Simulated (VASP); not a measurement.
# BaF2 (Fm-3m) in VASP: notebook

BaF2 is run at these levels: r2SCAN; tasks: single point.

Program: VASP 6.6.1. These are calculated values, not measurements. Logs are shortened: lines on timing, memory, paths and dates and some standing lists are left out, and cuts for length are marked.

**1. The cell of the first run**

Symmetry: Fm-3m, No. 225, cubic system. The conventional cell has a = 6.195 Å, b = 6.195 Å, c = 6.195 Å, α = 90.00°, β = 90.00°, γ = 90.00°. Within 3.5 Å of Ba (site symmetry m-3m) lie 8 F at 2.68 Å. Within 3.5 Å of F (site symmetry -43m) lie 4 Ba at 2.68 Å and 6 F at 3.10 Å.

**2. Single point, r2SCAN**

Contents of POSCAR:

```
BaF2
1.0
    0.0000000000      3.0973610018      3.0973610018
    3.0973610018      0.0000000000      3.0973610018
    3.0973610018      3.0973610018      0.0000000000
Ba F
1 2
Direct
    0.0000000000      0.0000000000      0.0000000000
    0.2500000000      0.2500000000      0.2500000000
    0.7500000000      0.7500000000      0.7500000000
```

Contents of INCAR.step1:

```
PREC = Accurate
ENCUT = 660
ISMEAR = 0
SIGMA = 0.02
LREAL = F
LASPH = T
NELM = 120
NBANDS = 19
GGA = PE
ALGO = Normal
EDIFF = 1E-5
LWAVE = T
LCHARG = F
GGA_COMPAT = F
```

Contents of INCAR.step2:

```
PREC = Accurate
ENCUT = 660
EDIFF = 1E-6
ISMEAR = 0
SIGMA = 0.02
LREAL = F
LASPH = T
NELM = 120
ALGO = Normal
ISIF = 2
LWAVE = F
LCHARG = T
METAGGA = R2SCAN
LMIXTAU = T
LELF = T
LVHAR = T
NBANDS = 19
ISTART = 1
GGA_COMPAT = F
```

Contents of KPOINTS:

```
regular mesh
0
Gamma
  6 6 6
```

Potentials or basis: VASP PAW PBE potentials, release 64 (Ba_sv, F).

The run is started by

```sh
$ cat potpaw_PBE.64/Ba_sv/POTCAR potpaw_PBE.64/F/POTCAR > POTCAR
$ cp INCAR.step1 INCAR
$ mpirun -np 1 vasp_std > vasp.out
$ cp INCAR.step2 INCAR
$ mpirun -np 1 vasp_std > vasp.out
```

OUTCAR:

```text
PREC = Accurate
   ENCUT = 660
   EDIFF = 1E-6
   ISMEAR = 0
   LREAL = F
   LASPH = T
   NELM = 120
   ISIF = 2
   METAGGA = R2SCAN
   ISTART = 1

 ion  position               nearest neighbor table
   1  0.000  0.000  0.000-   2 2.68   3 2.68   3 2.68   3 2.68   3 2.68   2 2.68   2 2.68   2 2.68

   2  0.250  0.250  0.250-   1 2.68   1 2.68   1 2.68   1 2.68
   3  0.750  0.750  0.750-   1 2.68   1 2.68   1 2.68   1 2.68

  LATTYP: Found a face centered cubic cell.
 ALAT       =     6.1947220036

  Lattice vectors:

 A1 = (   0.0000000000,   3.0973610018,   3.0973610018)
 A2 = (   3.0973610018,   0.0000000000,   3.0973610018)
 A3 = (   3.0973610018,   3.0973610018,   0.0000000000)

Analysis of symmetry for initial positions (statically):
=====================================================================
 Subroutine PRICEL returns:
 Original cell was already a primitive cell.

 Routine SETGRP: Setting up the symmetry group for a
 face centered cubic supercell.

 Subroutine GETGRP returns: Found 48 space group operations
 (whereof 48 operations were pure point group operations)
 out of a pool of 48 trial point group operations.

The static configuration has the point symmetry O_h .

Analysis of symmetry for dynamics (positions and initial velocities):
=====================================================================
 Subroutine PRICEL returns:
 Original cell was already a primitive cell.

 Routine SETGRP: Setting up the symmetry group for a
 face centered cubic supercell.

 Subroutine GETGRP returns: Found 48 space group operations
 (whereof 48 operations were pure point group operations)
 out of a pool of 48 trial point group operations.

The dynamic configuration has the point symmetry O_h .

 Subroutine INISYM returns: Found 48 space group operations
 (whereof 48 operations are pure point group operations),
 and found     1 'primitive' translations

----------------------------------------------------------------------------------------

                                     Primitive cell

  volume of cell :      59.4300

  direct lattice vectors                    reciprocal lattice vectors
     0.000000000  3.097361002  3.097361002    -0.161427744  0.161427744  0.161427744
     3.097361002  0.000000000  3.097361002     0.161427744 -0.161427744  0.161427744
     3.097361002  3.097361002  0.000000000     0.161427744  0.161427744 -0.161427744

  length of vectors
     4.380329936  4.380329936  4.380329936     0.279601055  0.279601055  0.279601055

  position of ions in fractional coordinates (direct lattice)
     0.000000000  0.000000000  0.000000000
     0.250000000  0.250000000  0.250000000
     0.750000000  0.750000000  0.750000000

  ion indices of the primitive-cell ions
   primitive index   ion index
                 1           1
                 2           2
                 3           3

----------------------------------------------------------------------------------------

 KPOINTS: regular mesh

Automatic generation of k-mesh.
 Grid dimensions read from file:
 generate k-points for:    6    6    6

 Generating k-lattice:

  Cartesian coordinates                     Fractional coordinates (reciprocal lattice)
    -0.026904624  0.026904624  0.026904624     0.166666667  0.000000000  0.000000000
     0.026904624 -0.026904624  0.026904624     0.000000000  0.166666667  0.000000000
     0.026904624  0.026904624 -0.026904624     0.000000000  0.000000000  0.166666667

  Length of vectors
     0.046600176  0.046600176  0.046600176

  Shift w.r.t. Gamma in fractional coordinates (k-lattice)
     0.000000000  0.000000000  0.000000000

 Subroutine IBZKPT returns following result:
 ===========================================

 Found     16 irreducible k-points:

 Following reciprocal coordinates:
            Coordinates               Weight
  0.000000  0.000000  0.000000      1.000000
  0.166667  0.000000  0.000000      8.000000
  0.333333  0.000000  0.000000      8.000000
  0.500000  0.000000  0.000000      4.000000
  0.166667  0.166667  0.000000      6.000000
  0.333333  0.166667  0.000000     24.000000
[... 8 lines left out ...]
 -0.333333  0.333333  0.166667     24.000000
 -0.333333  0.500000  0.166667     12.000000
   k-points           NKPTS =     16   k-points in BZ     NKDIM =     16   number of bands    NBANDS=     19
   number of dos      NEDOS =    301   number of ions     NIONS =      3
   total plane-waves  NPLWV =  64000
   dimension x,y,z NGX =    40 NGY =   40 NGZ =   40
   dimension x,y,z NGXF=    80 NGYF=   80 NGZF=   80
   ions per type =               1   2
   NGX,Y,Z   is equivalent  to a cutoff of  15.18, 15.18, 15.18 a.u.
   NGXF,Y,Z  is equivalent  to a cutoff of  30.36, 30.36, 30.36 a.u.
 SYSTEM =  unknown system
   PREC   = accura    normal or accurate (medium, high low for compatibility)
   ISTART =      1    job   : 0-new  1-cont  2-samecut
   ICHARG =      0    charge: 1-file 2-atom 10-const
   ISPIN  =      1    spin polarized calculation?
   LNONCOLLINEAR =      F non collinear calculations
   LSORBIT =      F    spin-orbit coupling
   LASPH  =      T    aspherical Exc in radial PAW
   ENCUT  =  660.0 eV  48.51 Ry    6.96 a.u.   9.18  9.18  9.18*2*pi/ulx,y,z
   NELM   =    120;   NELMIN=  2; NELMDL=  0     # of ELM steps
   EDIFF  = 0.1E-05   stopping-criterion for ELM
   LREAL  =      F    real-space projection
   EDIFFG = 0.1E-04   stopping-criterion for IOM
   NSW    =      0    number of steps for IOM
   IBRION =     -1    ionic relax: 0-MD 1-quasi-New 2-CG
   NFREE  =      0    steps in history (QN), initial steepest desc. (CG)
   ISIF   =      2    stress and relaxation
   ISYM   =      2    0-nonsym 1-usesym 2-fastsym
   POTIM  = 0.5000    time-step for ionic-motion
   TEBEG  =    0.0;   TEEND  =   0.0 temperature during run
   PSTRESS=    0.0 pullay stress
   NELECT =      24.0000    total number of electrons
   NUPDOWN=      -1.0000    fix difference up-down
   EMIN   =  10.00;   EMAX   =-10.00  energy-range for DOS
   EFERMI =   0.00;   METHOD = LEGACY
   ISMEAR =     0;   SIGMA  =   0.02  broadening in eV -4-tet -1-fermi 0-gaus
   EFERMI_NEDOS =   21; number of points for ismear=-14 and -15
   IALGO  =     38    algorithm
   IMIX   =      4    mixing-type and parameters
     AMIX     =   0.40;   BMIX     =  1.00
     AMIX_MAG =   1.60;   BMIX_MAG =  1.00
  volume/ion in A,a.u.               =      19.81       133.68
  Fermi-wavevector in a.u.,A,eV,Ry     =   1.210069  2.286699 19.922557  1.464267
  Thomas-Fermi vector in A             =   2.345627
   LORBIT       =      0    0 simple, 1 ext, 2 COOP (PROOUT), +10 PAW based schemes
   METAGGA = R2SCAN    functional components
   LHFCALC =     F    Hartree Fock is set to
   AEXX    =    0.0000 exact exchange contribution
   IVDW    =     0    specifies the selected vdW correction
   LEPSILON=     F    determine dielectric tensor
   LRPA    =     F    only Hartree local field effects (RPA)
 non-spin polarized calculation
 Gauss-broadening in eV      SIGMA  =   0.02
  energy-cutoff  :      660.00
  volume of cell :       59.43
 maximum number of plane-waves:      2301
 NGX is ok and might be reduce to    40
   NGX = 19   NGY = 19   NGZ = 19

 number of electron      24.0000002 magnetization

 Free energy of the ion-electron system (eV)
  ---------------------------------------------------
  ext. energy  EPLUGINS =         0.00000000
  ---------------------------------------------------
  free energy    TOTEN  =       -45.06753478 eV

  energy without entropy =      -45.06753478  energy(sigma->0) =      -45.06753478

 E-fermi :  -2.4455     XC(G=0):  -9.2548

 val. band max:       -2.5978653700   @ k =  -0.1667   0.1667   0.0000
 cond. band min:       4.7604068778   @ k =   0.0000   0.0000   0.0000
 fundamental gap:      7.3582722478
 Fermi energy:        -2.4454849003

 k-point     1 :       0.0000    0.0000    0.0000
  band No.  band energies     occupation
      1     -26.2179      2.00000
      2     -22.6746      2.00000
      3     -22.5357      2.00000
      4     -10.5594      2.00000
      5     -10.5594      2.00000
      6     -10.5594      2.00000
[... 11 lines left out ...]
     18       9.7039      0.00000
     19      13.6151      0.00000

 k-point     2 :       0.1667    0.0000    0.0000
  band No.  band energies     occupation
      1     -26.1561      2.00000
      2     -22.7010      2.00000
      3     -22.6083      2.00000
      4     -10.6091      2.00000
      5     -10.6019      2.00000
      6     -10.6019      2.00000
[... 11 lines left out ...]
     18       9.7307      0.00000
     19      12.5408      0.00000

 k-point     3 :       0.3333    0.0000    0.0000
  band No.  band energies     occupation
      1     -26.0230      2.00000
      2     -22.8172      2.00000
      3     -22.7000      2.00000
      4     -10.6944      2.00000
      5     -10.6834      2.00000
      6     -10.6834      2.00000
[... 11 lines left out ...]
     18       9.8245      0.00000
     19      11.7860      0.00000

 k-point     4 :       0.5000    0.0000    0.0000
  band No.  band energies     occupation
      1     -25.9508      2.00000
      2     -22.9044      2.00000
      3     -22.7227      2.00000
      4     -10.7312      2.00000
      5     -10.7226      2.00000
      6     -10.7226      2.00000
[... 231 lines left out ...]
     18      10.6584      0.00000
     19      12.7465      0.00000

 k-point    15 :      -0.3333    0.3333    0.1667
  band No.  band energies     occupation
      1     -25.8784      2.00000
      2     -22.8910      2.00000
      3     -22.8448      2.00000
      4     -10.9179      2.00000
      5     -10.6924      2.00000
      6     -10.6913      2.00000
[... 11 lines left out ...]
     18      11.4407      0.00000
     19      12.4978      0.00000

 k-point    16 :      -0.3333    0.5000    0.1667
  band No.  band energies     occupation
      1     -25.8531      2.00000
      2     -22.9316      2.00000
      3     -22.8407      2.00000
      4     -10.9745      2.00000
      5     -10.8210      2.00000
      6     -10.5398      2.00000
[... 11 lines left out ...]
     18      12.7773      0.00000
     19      13.0974      0.00000

------------------------ aborting loop because EDIFF is reached ----------------------------------------

  FORCE on cell =-STRESS in cart. coord.  units (eV):
  Direction    XX          YY          ZZ          XY          YZ          ZX
  --------------------------------------------------------------------------------------
  -------------------------------------------------------------------------------------
  Total        0.3300335      0.3300335      0.3300335      0.0000000      0.0000000      0.0000000
  in kB        8.8974004      8.8974004      8.8974004      0.0000000      0.0000000      0.0000000
  external PRESSURE =       8.8974004 kB  Pullay stress =       0.0000000 kB

 VOLUME and BASIS-vectors are now :
 -----------------------------------------------------------------------------
  energy-cutoff  :      660.00
  volume of cell :       59.43
      direct lattice vectors                 reciprocal lattice vectors
     0.000000000  3.097361002  3.097361002    -0.161427744  0.161427744  0.161427744
     3.097361002  0.000000000  3.097361002     0.161427744 -0.161427744  0.161427744
     3.097361002  3.097361002  0.000000000     0.161427744  0.161427744 -0.161427744

 POSITION                                       TOTAL-FORCE (eV/Angst)
 -----------------------------------------------------------------------------------
      0.00000      0.00000      0.00000        -0.000000      0.000000     -0.000000
      1.54868      1.54868      1.54868         0.000000      0.000000      0.000000
      4.64604      4.64604      4.64604        -0.000000     -0.000000     -0.000000
 -----------------------------------------------------------------------------------
    total drift:                                0.000000     -0.000000      0.000000

  FREE ENERGIE OF THE ION-ELECTRON SYSTEM (eV)
  ---------------------------------------------------
  free  energy   TOTEN  =       -45.0675347815 eV

  energy  without entropy=      -45.0675347815  energy(sigma->0) =      -45.06753478
```

It took 2.1 min on 1 thread of Intel Xeon Platinum 8259CL at 2.50GHz (Skylake/Cascade Lake), shared host; peak memory 0.26 GiB.

What came out:

```yaml
Free_energy: -45.0675 eV
Pressure: 0.9 GPa
Band_gap_on_the_k_mesh: 7.36 eV, indirect (least direct gap 7.43 eV)
```

Caveat: the PAW data sets were made with another functional, which shifts forces and pressure a little; spin-orbit coupling is left out, which moves the levels of the heavy elements.

(Part 1 of 2 ends here.)
